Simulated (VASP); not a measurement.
Runs of VASP 6.6.1 on TiB. The structure is that of space group Fm-3m (No. 225), or close to it. The cells are those of the table. 

```tsv
cell	k mesh	gap on the mesh (eV)	pressure (GPa)
a = 3.175 Å, angles 60.0°, 2 atoms	11 × 11 × 11	none	0.1
a = 3.175 Å, angles 60.0°, 2 atoms	9 × 9 × 9	none	0.0
a = 3.159 Å, angles 60.0°, 2 atoms	10 × 10 × 10	none	(a)
a = 3.190 Å, angles 60.0°, 2 atoms	9 × 9 × 9	none	-2.7
```

Alike in all rows: task single point; level PBEsol; potentials or basis VASP PAW PBE potentials, release 64 (Ti_sv, B); no spin polarisation; cutoff (eV) 500; smearing fermi-dirac 0.05 eV.

Estimate the missing entries.

(a) 2.9.

Caveats: the PAW data sets were made with another functional, which shifts forces and pressure a little.

A gap of «none» marks levels without a gap at the run's occupations.
